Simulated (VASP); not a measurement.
A run of VASP 6.6.1 is set up as follows.

Contents of INCAR:

```
SYSTEM = CdS2O2
ALGO = Normal
EDIFF = 1E-7
ENCUT = 520
GGA = PE
ISIF = 2
ISMEAR = 0
LASPH = .True.
LCHARG = .False.
LREAL = .False.
LWAVE = .False.
NBANDS = 26
NELM = 60
PREC = Accurate
SIGMA = 0.1
```

KPOINTS

```
k-points
0
Gamma
  6 6 4
  0 0 0
```

The input POSCAR:

```
CdS2O2
1.0
    4.2009704900      0.0000000000      0.0000000000
   -2.1004852400      3.6381471600      0.0000000000
    0.0000000000      0.0000000000      6.9112448400
Cd S O
1 2 2
Direct
    0.0000000000      0.0000000000      0.0000000000
    0.6666666700      0.3333333300      0.7471000000
    0.3333333300      0.6666666700      0.2529000000
    0.3333333300      0.6666666700      0.6308000100
    0.6666666700      0.3333333300      0.3691999900
```

Potentials or basis: VASP PAW PBE potentials, release 64 (Cd, S, O).

Launch:

```sh
$ cat potpaw_PBE.64/Cd/POTCAR potpaw_PBE.64/S/POTCAR potpaw_PBE.64/O/POTCAR > POTCAR
$ mpirun -np 1 vasp_std > vasp.out
```

(1) Estimate the pressure.

(2) Predict the band gap on the k mesh.

(3) Predict the largest force.

## Answers

(1) -12.9 GPa.

(2) zero (bands 18 and 19 overlap by 0.45 eV).

(3) 0.919 eV/Å.

Caveat: the cell stands under tension; semilocal functionals underestimate gaps, and a narrow one can read as zero.
